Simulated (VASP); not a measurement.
# MgS (P6_3/mmc) in VASP: notebook, part 2 of 2

VASP 6.6.1.

## 3. Single point, r2SCAN

POSCAR reads:

```
MgS
1.0
    4.2955415433      0.0000000000      0.0000000000
   -2.1477707716      3.7200480996      0.0000000000
    0.0000000000      0.0000000000      5.2850911870
Mg S
2 2
Direct
    0.3333333333      0.6666666667      0.2500000000
    0.6666666667      0.3333333333      0.7500000000
    0.6666666667      0.3333333333      0.2500000000
    0.3333333333      0.6666666667      0.7500000000
```

INCAR.step1 reads:

```
SYSTEM = MgS
ALGO = Normal
EDIFF = 1E-4
ENCUT = 520
GGA = PE
ISMEAR = 0
LASPH = .TRUE.
LCHARG = .FALSE.
LREAL = .FALSE.
LWAVE = .TRUE.
NBANDS = 16
NELM = 60
PREC = Accurate
SIGMA = 0.01
```

INCAR.step2 reads:

```
SYSTEM = MgS
ALGO = Normal
EDIFF = 1E-7
ENCUT = 520
ISIF = 2
ISMEAR = 0
ISTART = 1
LASPH = .TRUE.
LCHARG = .FALSE.
LMIXTAU = .TRUE.
LREAL = .FALSE.
LWAVE = .FALSE.
METAGGA = R2SCAN
NBANDS = 16
NELM = 60
PREC = Accurate
SIGMA = 0.01
```

KPOINTS reads:

```
k-points
0
G
  12 12 6
  0 0 0
```

Potentials or basis: VASP PAW PBE potentials, release 64 (Mg, S).

Launch:

```console
> cat potpaw_PBE.64/Mg/POTCAR potpaw_PBE.64/S/POTCAR > POTCAR
> cp INCAR.step1 INCAR
> mpirun -np 1 vasp_std > vasp.out
> cp INCAR.step2 INCAR
> mpirun -np 1 vasp_std > vasp.out
```

OUTCAR:

```text
SYSTEM = MgS
   EDIFF = 1E-7
   ENCUT = 520
   ISIF = 2
   ISMEAR = 0
   ISTART = 1
   LASPH = .TRUE.
   LREAL = .FALSE.
   METAGGA = R2SCAN
   NELM = 60
   PREC = Accurate

 ion  position               nearest neighbor table
   1  0.333  0.667  0.250-   3 2.48   3 2.48   3 2.48   4 2.64   4 2.64   2 3.62   2 3.62   2 3.62
                             2 3.62   2 3.62   2 3.62
   2  0.667  0.333  0.750-   4 2.48   4 2.48   4 2.48   3 2.64   3 2.64   1 3.62   1 3.62   1 3.62
                             1 3.62   1 3.62   1 3.62
   3  0.667  0.333  0.250-   1 2.48   1 2.48   1 2.48   2 2.64   2 2.64
   4  0.333  0.667  0.750-   2 2.48   2 2.48   2 2.48   1 2.64   1 2.64

  LATTYP: Found a hexagonal cell.
 ALAT       =     4.2955415433
 C/A-ratio  =     1.2303666799

  Lattice vectors:

 A1 = (   4.2955415433,   0.0000000000,   0.0000000000)
 A2 = (  -2.1477707716,   3.7200480996,   0.0000000000)
 A3 = (   0.0000000000,   0.0000000000,   5.2850911870)

Analysis of symmetry for initial positions (statically):
=====================================================================
 Subroutine PRICEL returns:
 Original cell was already a primitive cell.

 Routine SETGRP: Setting up the symmetry group for a
 hexagonal supercell.

 Subroutine GETGRP returns: Found 24 space group operations
 (whereof 12 operations were pure point group operations)
 out of a pool of 24 trial point group operations.

The static configuration has the point symmetry D_3d.
 The point group associated with its full space group is D_6h.

Analysis of symmetry for dynamics (positions and initial velocities):
=====================================================================
 Subroutine PRICEL returns:
 Original cell was already a primitive cell.

 Routine SETGRP: Setting up the symmetry group for a
 hexagonal supercell.

 Subroutine GETGRP returns: Found 24 space group operations
 (whereof 12 operations were pure point group operations)
 out of a pool of 24 trial point group operations.

The dynamic configuration has the point symmetry D_3d.
 The point group associated with its full space group is D_6h.

 Subroutine INISYM returns: Found 24 space group operations
 (whereof 12 operations are pure point group operations),
 and found     1 'primitive' translations

----------------------------------------------------------------------------------------

                                     Primitive cell

  volume of cell :      84.4538

  direct lattice vectors                    reciprocal lattice vectors
     4.295541543  0.000000000  0.000000000     0.232799518  0.134406864  0.000000000
    -2.147770772  3.720048100  0.000000000     0.000000000  0.268813729  0.000000000
     0.000000000  0.000000000  5.285091187     0.000000000  0.000000000  0.189211494

  length of vectors
     4.295541543  4.295541543  5.285091187     0.268813729  0.268813729  0.189211494

  position of ions in fractional coordinates (direct lattice)
     0.333333333  0.666666667  0.250000000
     0.666666667  0.333333333  0.750000000
     0.666666667  0.333333333  0.250000000
     0.333333333  0.666666667  0.750000000

  ion indices of the primitive-cell ions
   primitive index   ion index
[... 24 lines left out ...]
     0.000000000  0.000000000  0.000000000

 Subroutine IBZKPT returns following result:
 ===========================================

 Found     76 irreducible k-points:

 Following reciprocal coordinates:
            Coordinates               Weight
  0.000000  0.000000  0.000000      1.000000
  0.083333  0.000000  0.000000      6.000000
  0.166667 -0.000000  0.000000      6.000000
  0.250000 -0.000000  0.000000      6.000000
  0.333333 -0.000000  0.000000      6.000000
  0.416667  0.000000  0.000000      6.000000
[... 16 lines left out ...]
  0.250000 -0.000000  0.166667     12.000000
  0.333333 -0.000000  0.166667     12.000000
 [... further k-points ...]
   k-points           NKPTS =     76   k-points in BZ     NKDIM =     76   number of bands    NBANDS=     16
   number of dos      NEDOS =    301   number of ions     NIONS =      4
   total plane-waves  NPLWV =  40960
   dimension x,y,z NGX =    32 NGY =   32 NGZ =   40
   dimension x,y,z NGXF=    64 NGYF=   64 NGZF=   80
   ions per type =               2   2
   NGX,Y,Z   is equivalent  to a cutoff of  12.38, 12.38, 12.58 a.u.
   NGXF,Y,Z  is equivalent  to a cutoff of  24.77, 24.77, 25.16 a.u.
 SYSTEM =  MgS
   PREC   = accura    normal or accurate (medium, high low for compatibility)
   ISTART =      1    job   : 0-new  1-cont  2-samecut
   ICHARG =      0    charge: 1-file 2-atom 10-const
   ISPIN  =      1    spin polarized calculation?
   LNONCOLLINEAR =      F non collinear calculations
   LSORBIT =      F    spin-orbit coupling
   LASPH  =      T    aspherical Exc in radial PAW
   ENCUT  =  520.0 eV  38.22 Ry    6.18 a.u.   7.99  7.99  9.83*2*pi/ulx,y,z
   NELM   =     60;   NELMIN=  2; NELMDL=  0     # of ELM steps
   EDIFF  = 0.1E-06   stopping-criterion for ELM
   LREAL  =      F    real-space projection
   EDIFFG = 0.1E-05   stopping-criterion for IOM
   NSW    =      0    number of steps for IOM
   IBRION =     -1    ionic relax: 0-MD 1-quasi-New 2-CG
   NFREE  =      0    steps in history (QN), initial steepest desc. (CG)
   ISIF   =      2    stress and relaxation
   ISYM   =      2    0-nonsym 1-usesym 2-fastsym
   POTIM  = 0.5000    time-step for ionic-motion
   TEBEG  =    0.0;   TEEND  =   0.0 temperature during run
   PSTRESS=    0.0 pullay stress
   NELECT =      16.0000    total number of electrons
   NUPDOWN=      -1.0000    fix difference up-down
   EMIN   =  10.00;   EMAX   =-10.00  energy-range for DOS
   EFERMI =   0.00;   METHOD = LEGACY
   ISMEAR =     0;   SIGMA  =   0.01  broadening in eV -4-tet -1-fermi 0-gaus
   EFERMI_NEDOS =   21; number of points for ismear=-14 and -15
   IALGO  =     38    algorithm
   IMIX   =      4    mixing-type and parameters
     AMIX     =   0.40;   BMIX     =  1.00
     AMIX_MAG =   1.60;   BMIX_MAG =  1.00
  volume/ion in A,a.u.               =      21.11       142.48
  Fermi-wavevector in a.u.,A,eV,Ry     =   0.940247  1.776809 12.028420  0.884064
  Thomas-Fermi vector in A             =   2.067639
   LORBIT       =      0    0 simple, 1 ext, 2 COOP (PROOUT), +10 PAW based schemes
   METAGGA = R2SCAN    functional components
   LHFCALC =     F    Hartree Fock is set to
   AEXX    =    0.0000 exact exchange contribution
   IVDW    =     0    specifies the selected vdW correction
   LEPSILON=     F    determine dielectric tensor
   LRPA    =     F    only Hartree local field effects (RPA)
 non-spin polarized calculation
 Gauss-broadening in eV      SIGMA  =   0.01
  energy-cutoff  :      520.00
  volume of cell :       84.45
 maximum number of plane-waves:      2304
 NGX is ok and might be reduce to    32
   NGX = 15   NGY = 15   NGZ = 19

 number of electron      16.0000001 magnetization

 Free energy of the ion-electron system (eV)
  ---------------------------------------------------
  ext. energy  EPLUGINS =         0.00000000
  ---------------------------------------------------
  free energy    TOTEN  =       -30.83109470 eV

  energy without entropy =      -30.83109470  energy(sigma->0) =      -30.83109470

 E-fermi :   2.2027     XC(G=0):  -9.0968

 val. band max:        2.1413350921   @ k =   0.0000   0.0000   0.0000
 cond. band min:       5.7731609054   @ k =   0.0000   0.0000   0.0000
 fundamental gap:      3.6318258133
 Fermi energy:         2.2027182785

 k-point     1 :       0.0000    0.0000    0.0000
  band No.  band energies     occupation
      1     -10.7183      2.00000
      2      -9.1997      2.00000
      3      -1.8017      2.00000
      4       0.0595      2.00000
      5       0.0595      2.00000
      6       1.2266      2.00000
[... 433 lines left out ...]
      3      -1.6854      2.00000
      4      -0.7068      2.00000
      5      -0.3696      2.00000
      6      -0.2348      2.00000
[... 8 lines left out ...]
     15      11.1697      0.00000
     16      12.4129      0.00000

 [... further k-points ...]
[... 5 lines left out ...]
  --------------------------------------------------------------------------------------
  -------------------------------------------------------------------------------------
  Total       -0.1977925     -0.1977925     -0.1579830     -0.0000000      0.0000000      0.0000000
  in kB       -3.7523342     -3.7523342     -2.9971050     -0.0000000      0.0000000      0.0000000
  external PRESSURE =      -3.5005912 kB  Pullay stress =       0.0000000 kB

 VOLUME and BASIS-vectors are now :
 -----------------------------------------------------------------------------
  energy-cutoff  :      520.00
  volume of cell :       84.45
      direct lattice vectors                 reciprocal lattice vectors
     4.295541543  0.000000000  0.000000000     0.232799518  0.134406864  0.000000000
    -2.147770772  3.720048100  0.000000000     0.000000000  0.268813729  0.000000000
     0.000000000  0.000000000  5.285091187     0.000000000  0.000000000  0.189211494

 POSITION                                       TOTAL-FORCE (eV/Angst)
 -----------------------------------------------------------------------------------
     -0.00000      2.48003      1.32127        -0.000000      0.000000      0.000000
      2.14777      1.24002      3.96382         0.000000     -0.000000      0.000000
      2.14777      1.24002      1.32127        -0.000000      0.000000      0.000000
     -0.00000      2.48003      3.96382        -0.000000      0.000000      0.000000
 -----------------------------------------------------------------------------------
    total drift:                                0.000000     -0.000000      0.000000

  FREE ENERGIE OF THE ION-ELECTRON SYSTEM (eV)
  ---------------------------------------------------
  free  energy   TOTEN  =       -30.8310947022 eV

  energy  without entropy=      -30.8310947022  energy(sigma->0) =      -30.83109470
```

It took 2.7 min on 1 thread of Intel Xeon 6975P-C (Granite Rapids), shared host; peak memory 0.26 GiB.

Results:

| Quantity | Value |
| --- | --- |
| Free energy | -30.8311 eV |
| Pressure | -0.4 GPa |
| Band gap on the k mesh | 3.63 eV, direct |

Stress tensor (GPa, compression positive):
```
-0.38  0.00  0.00
 0.00 -0.38  0.00
 0.00  0.00 -0.30
```

Levels at points of the mesh, in eV from the valence-band top:
```csv
k point,band 6,band 7,band 8,band 9,band 10,band 11
"(0.00, 0.00, 0.00)",-0.91,-0.91,0.00,3.63,3.64,6.58
"(0.50, 0.00, 0.00)",-2.54,-1.63,-0.83,3.85,5.98,6.58
"(0.00, 0.00, 0.50)",-1.53,-1.53,-1.53,5.19,5.19,6.51
"(0.50, 0.00, 0.50)",-1.94,-0.86,-0.86,4.99,4.99,7.08
```

Caveat: the PAW data sets were made with another functional, which shifts forces and pressure a little.
